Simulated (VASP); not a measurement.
# ZnO (R-3m) in VASP: single point with PBE

Aim: the single point of ZnO with PBE.

Everything below comes from runs of VASP 6.6.1. Logs are shortened: lines on timing, memory, paths and dates and some standing lists are left out, and cuts for length are marked.

## 1. The cell of the first run

Symmetry: R-3m, No. 166, trigonal system. The conventional cell has a = 2.917 Å, b = 2.917 Å, c = 15.901 Å, α = 90.00°, β = 90.00°, γ = 120.00°. Within 2.3 Å of Zn (site symmetry 3m) lie 3 O at 1.72 Å and 3 Zn at 1.84 Å. Within 2.3 Å of O (site symmetry -3m) lie 6 Zn at 1.72 Å. O (site symmetry -3m) has 8 Zn at 2.83 to 3.02 Å and 12 O at 2.92 to 3.14 Å within 3.7 Å.

## 2. Single point, PBE, collinear spin, ferromagnetic start

The input, INCAR:

```
PREC = Accurate ; ENCUT = 520
EDIFF = 1E-7 ; ISMEAR = 0
SIGMA = 0.1 ; LREAL = False
LASPH = True ; NELM = 150
ALGO = Normal ; ISIF = 2
LWAVE = False ; LCHARG = False
ISPIN = 2 ; MAGMOM = 0 0 1 1
LORBIT = 11 ; GGA = PE
NBANDS = 30
```

The input, KPOINTS:

```
regular mesh
0
Gamma
  6 6 6
```

The input, POSCAR:

```
ZnO
1.0
    1.4583657500      0.8419878600      5.3003504600
   -1.4583657500      0.8419878600      5.3003504600
    0.0000000000     -1.6839757200      5.3003504600
Zn O
2 2
Direct
    0.1899717600      0.1899717600      0.1899717600
    0.8100282400      0.8100282400      0.8100282400
    0.5000000000      0.5000000000      0.5000000000
    0.0000000000      0.0000000000      0.0000000000
```

Potentials or basis: VASP PAW PBE potentials, release 64 (Zn, O).

Started as:

```console
$ cat potpaw_PBE.64/Zn/POTCAR potpaw_PBE.64/O/POTCAR > POTCAR
$ mpirun -np 1 vasp_std > vasp.out
```

OUTCAR:

```text
PREC = Accurate
   ENCUT = 520
   EDIFF = 1E-7
   ISMEAR = 0
   LREAL = False
   LASPH = True
   NELM = 150
   ISIF = 2
   ISPIN = 2
   LORBIT = 11
   GGA = PE

 ion  position               nearest neighbor table
   1  0.190  0.190  0.190-   3 1.72   3 1.72   3 1.72   2 1.84   2 1.84   2 1.84
   2  0.810  0.810  0.810-   3 1.72   3 1.72   3 1.72   1 1.84   1 1.84   1 1.84
   3  0.500  0.500  0.500-   1 1.72   1 1.72   2 1.72   2 1.72   1 1.72   2 1.72
   4  0.000  0.000  0.000-

  LATTYP: Found a trigonal (rhomboedric) cell.
 ALAT       =     5.5614287028
 COS(alpha) =     0.8624723058

  Lattice vectors:

 A1 = (   1.4583657500,   0.8419878600,   5.3003504600)
 A2 = (  -1.4583657500,   0.8419878600,   5.3003504600)
 A3 = (   0.0000000000,  -1.6839757200,   5.3003504600)

Analysis of symmetry for initial positions (statically):
=====================================================================
 Subroutine PRICEL returns:
 Original cell was already a primitive cell.

 Routine SETGRP: Setting up the symmetry group for a
 trigonal (rhombohedral) supercell.

 Subroutine GETGRP returns: Found 12 space group operations
 (whereof 12 operations were pure point group operations)
 out of a pool of 12 trial point group operations.

The static configuration has the point symmetry D_3d.

Analysis of symmetry for dynamics (positions and initial velocities):
=====================================================================
 Subroutine PRICEL returns:
 Original cell was already a primitive cell.

 Routine SETGRP: Setting up the symmetry group for a
 trigonal (rhombohedral) supercell.

 Subroutine GETGRP returns: Found 12 space group operations
 (whereof 12 operations were pure point group operations)
 out of a pool of 12 trial point group operations.

The dynamic configuration has the point symmetry D_3d.

Analysis of structural, dynamic, and magnetic symmetry:
=====================================================================
 Subroutine PRICEL returns:
 Original cell was already a primitive cell.

 Routine SETGRP: Setting up the symmetry group for a
 trigonal (rhombohedral) supercell.

 Subroutine GETGRP returns: Found 12 space group operations
 (whereof 12 operations were pure point group operations)
 out of a pool of 12 trial point group operations.

The overall configuration has the point symmetry D_3d.

 Subroutine INISYM returns: Found 12 space group operations
 (whereof 12 operations are pure point group operations),
 and found     1 'primitive' translations

----------------------------------------------------------------------------------------

                                     Primitive cell

  volume of cell :      39.0506

  direct lattice vectors                    reciprocal lattice vectors
     1.458365750  0.841987860  5.300350460     0.342849522  0.197944263  0.062888923
    -1.458365750  0.841987860  5.300350460    -0.342849522  0.197944263  0.062888923
     0.000000000 -1.683975720  5.300350460     0.000000000 -0.395888527  0.062888923

  length of vectors
     5.561428703  5.561428703  5.561428704     0.400852520  0.400852520  0.400852519

  position of ions in fractional coordinates (direct lattice)
     0.189971760  0.189971760  0.189971760
     0.810028240  0.810028240  0.810028240
     0.500000000  0.500000000  0.500000000
     0.000000000  0.000000000  0.000000000

  ion indices of the primitive-cell ions
   primitive index   ion index
                 1           1
                 2           2
                 3           3
                 4           4

----------------------------------------------------------------------------------------

 KPOINTS: regular mesh

Automatic generation of k-mesh.
 Grid dimensions read from file:
 generate k-points for:    6    6    6

 Generating k-lattice:

  Cartesian coordinates                     Fractional coordinates (reciprocal lattice)
     0.057141587  0.032990711  0.010481487     0.166666667  0.000000000  0.000000000
    -0.057141587  0.032990711  0.010481487     0.000000000  0.166666667  0.000000000
     0.000000000 -0.065981421  0.010481487     0.000000000  0.000000000  0.166666667

  Length of vectors
     0.066808753  0.066808753  0.066808753

  Shift w.r.t. Gamma in fractional coordinates (k-lattice)
     0.000000000  0.000000000  0.000000000

 Subroutine IBZKPT returns following result:
 ===========================================

 Found     32 irreducible k-points:

 Following reciprocal coordinates:
            Coordinates               Weight
  0.000000  0.000000  0.000000      1.000000
  0.166667  0.000000  0.000000      6.000000
  0.333333  0.000000  0.000000      6.000000
  0.500000  0.000000 -0.000000      3.000000
  0.166667  0.166667  0.000000      6.000000
  0.333333  0.166667  0.000000     12.000000
[... 16 lines left out ...]
  0.500000  0.500000  0.166667      6.000000
 -0.333333  0.500000  0.166667     12.000000
 [... further k-points ...]
   k-points           NKPTS =     32   k-points in BZ     NKDIM =     32   number of bands    NBANDS=     30
   number of dos      NEDOS =    301   number of ions     NIONS =      4
   total plane-waves  NPLWV =  74088
   dimension x,y,z NGX =    42 NGY =   42 NGZ =   42
   dimension x,y,z NGXF=    84 NGYF=   84 NGZF=   84
   ions per type =               2   2
   NGX,Y,Z   is equivalent  to a cutoff of  12.55, 12.55, 12.55 a.u.
   NGXF,Y,Z  is equivalent  to a cutoff of  25.11, 25.11, 25.11 a.u.
 SYSTEM =  unknown system
   PREC   = accura    normal or accurate (medium, high low for compatibility)
   ISTART =      0    job   : 0-new  1-cont  2-samecut
   ICHARG =      2    charge: 1-file 2-atom 10-const
   ISPIN  =      2    spin polarized calculation?
   LNONCOLLINEAR =      F non collinear calculations
   LSORBIT =      F    spin-orbit coupling
   LASPH  =      T    aspherical Exc in radial PAW
   ENCUT  =  520.0 eV  38.22 Ry    6.18 a.u.  10.34 10.34 10.34*2*pi/ulx,y,z
   NELM   =    150;   NELMIN=  2; NELMDL= -5     # of ELM steps
   EDIFF  = 0.1E-06   stopping-criterion for ELM
   LREAL  =      F    real-space projection
   EDIFFG = 0.1E-05   stopping-criterion for IOM
   NSW    =      0    number of steps for IOM
   IBRION =     -1    ionic relax: 0-MD 1-quasi-New 2-CG
   NFREE  =      0    steps in history (QN), initial steepest desc. (CG)
   ISIF   =      2    stress and relaxation
   ISYM   =      2    0-nonsym 1-usesym 2-fastsym
   POTIM  = 0.5000    time-step for ionic-motion
   TEBEG  =    0.0;   TEEND  =   0.0 temperature during run
   PSTRESS=    0.0 pullay stress
   NELECT =      36.0000    total number of electrons
   NUPDOWN=      -1.0000    fix difference up-down
   EMIN   =  10.00;   EMAX   =-10.00  energy-range for DOS
   EFERMI =   0.00;   METHOD = LEGACY
   ISMEAR =     0;   SIGMA  =   0.10  broadening in eV -4-tet -1-fermi 0-gaus
   EFERMI_NEDOS =   21; number of points for ismear=-14 and -15
   IALGO  =     38    algorithm
   IMIX   =      4    mixing-type and parameters
     AMIX     =   0.40;   BMIX     =  1.00
     AMIX_MAG =   1.60;   BMIX_MAG =  1.00
  volume/ion in A,a.u.               =       9.76        65.88
  Fermi-wavevector in a.u.,A,eV,Ry     =   1.593308  3.010915 34.540145  2.538629
  Thomas-Fermi vector in A             =   2.691558
   LORBIT       =     11    0 simple, 1 ext, 2 COOP (PROOUT), +10 PAW based schemes
   GGA     = PE    functional components
   LHFCALC =     F    Hartree Fock is set to
   AEXX    =    0.0000 exact exchange contribution
   IVDW    =     0    specifies the selected vdW correction
   LEPSILON=     F    determine dielectric tensor
   LRPA    =     F    only Hartree local field effects (RPA)
 spin polarized calculation
 Gauss-broadening in eV      SIGMA  =   0.10
  energy-cutoff  :      520.00
  volume of cell :       39.05
 maximum number of plane-waves:      1075
 NGX is ok and might be reduce to    42
   NGX = 21   NGY = 21   NGZ = 21

 number of electron      36.0000010 magnetization       0.0292176

 number of electron      36.0000010 magnetization      -0.6462528

 Free energy of the ion-electron system (eV)
  ---------------------------------------------------
  ext. energy  EPLUGINS =         0.00000000
  ---------------------------------------------------
  free energy    TOTEN  =         2.43023065 eV

  energy without entropy =        2.43889215  energy(sigma->0) =        2.43456140

 E-fermi :   5.2343     XC(G=0): -11.8681

 val. band max:        5.2029724416   @ k =   0.3333   0.1667   0.0000
 cond. band min:       5.2547602842   @ k =  -0.1667   0.1667   0.0000
 fundamental gap:      0.0517878426
 Fermi energy:         5.2342952705

 spin component 1

 k-point     1 :       0.0000    0.0000    0.0000
  band No.  band energies     occupation
      1     -22.8205      1.00000
      2     -12.0015      1.00000
      3     -12.0015      1.00000
      4     -11.0322      1.00000
      5      -9.1044      1.00000
      6      -8.8080      1.00000
[... 22 lines left out ...]
     29      24.7160      0.00000
     30      26.1472      0.00000
[... 728 lines left out ...]
  band No.  band energies     occupation
      1     -21.8413      1.00000
      2     -11.6366      1.00000
      3     -10.4088      1.00000
      4     -10.2499      1.00000
      5      -8.6208      1.00000
      6      -8.4560      1.00000
[... 22 lines left out ...]
     29      25.5863      0.00000
     30      26.7839      0.00000

 [... further k-points ...]

 spin component 2

 k-point     1 :       0.0000    0.0000    0.0000
  band No.  band energies     occupation
      1     -22.8283      1.00000
      2     -12.0453      1.00000
      3     -12.0086      1.00000
      4     -12.0086      1.00000
      5      -9.1045      1.00000
      6      -8.8130      1.00000
[... 22 lines left out ...]
     29      24.7351      0.00000
     30      26.1882      0.00000
[... 728 lines left out ...]
  band No.  band energies     occupation
      1     -21.8483      1.00000
      2     -11.6505      1.00000
      3     -11.3806      1.00000
      4     -10.3609      1.00000
      5      -8.6232      1.00000
      6      -8.4613      1.00000
[... 22 lines left out ...]
     29      25.5905      0.00000
     30      26.7358      0.00000

 [... further k-points ...]
[... 5 lines left out ...]
  --------------------------------------------------------------------------------------
  -------------------------------------------------------------------------------------
  Total       62.9159390     62.9159393      2.8792030      0.0000000     -0.0000000      0.0000000
  in kB     2581.3277044   2581.3277146    118.1285169      0.0000000     -0.0000000      0.0000000
  external PRESSURE =    1760.2613119 kB  Pullay stress =       0.0000000 kB

 VOLUME and BASIS-vectors are now :
 -----------------------------------------------------------------------------
  energy-cutoff  :      520.00
  volume of cell :       39.05
      direct lattice vectors                 reciprocal lattice vectors
     1.458365750  0.841987860  5.300350460     0.342849522  0.197944263  0.062888923
    -1.458365750  0.841987860  5.300350460    -0.342849522  0.197944263  0.062888923
     0.000000000 -1.683975720  5.300350460     0.000000000 -0.395888527  0.062888923

 POSITION                                       TOTAL-FORCE (eV/Angst)
 -----------------------------------------------------------------------------------
      0.00000      0.00000      3.02075        -0.000000      0.000000     19.875079
      0.00000      0.00000     12.88030        -0.000000     -0.000000    -19.875079
      0.00000      0.00000      7.95053         0.000000      0.000000      0.000000
      0.00000      0.00000      0.00000        -0.000000      0.000000      0.000000
 -----------------------------------------------------------------------------------
    total drift:                               -0.000000     -0.000000      0.000000

  FREE ENERGIE OF THE ION-ELECTRON SYSTEM (eV)
  ---------------------------------------------------
  free  energy   TOTEN  =         2.4302306517 eV

  energy  without entropy=        2.4388921456  energy(sigma->0) =        2.43456140

 total charge

# of ion       s       p       d       tot
------------------------------------------
    1        0.789   1.080  10.283  12.152
    2        0.789   1.080  10.283  12.152
    3        1.641   3.814   0.000   5.455
    4        1.600   3.124   0.000   4.725
--------------------------------------------------
tot          4.819   9.099  20.566  34.485

 magnetization (x)

# of ion       s       p       d       tot
------------------------------------------
    1       -0.003   0.005  -0.001   0.001
    2       -0.003   0.005  -0.001   0.001
    3       -0.005   0.001   0.000  -0.004
    4       -0.006  -0.567   0.000  -0.573
--------------------------------------------------
tot         -0.017  -0.555  -0.001  -0.573
```

It took 2.7 min on 1 thread of AMD EPYC 9R45 (Zen 5), shared host; peak memory 0.3 GiB.

Results:

| Quantity | Value |
| --- | --- |
| Free energy | 2.4302 eV |
| Pressure | 176.0 GPa |
| Largest force | 19.875 eV/Å |
| Net moment | -0.65 μB per cell |
| Site moments | Zn +0.00; O -0.00, -0.57 μB |
| Valence electrons inside the program's atomic spheres | Zn 12.15; O 5.46, 4.72 |

Forces in eV/Å, atoms in the order of the input:
```
Zn    0.000   0.000  19.875
Zn    0.000   0.000 -19.875
O     0.000   0.000   0.000
O     0.000   0.000   0.000
```

Stress tensor (GPa, compression positive):
```
258.13   0.00   0.00
  0.00 258.13   0.00
  0.00   0.00  11.81
```

Caveat: the k points lie up to 0.42 Å⁻¹ apart; forces of over 1 eV/Å act on the atoms, so gaps and moduli don't describe the material at rest.
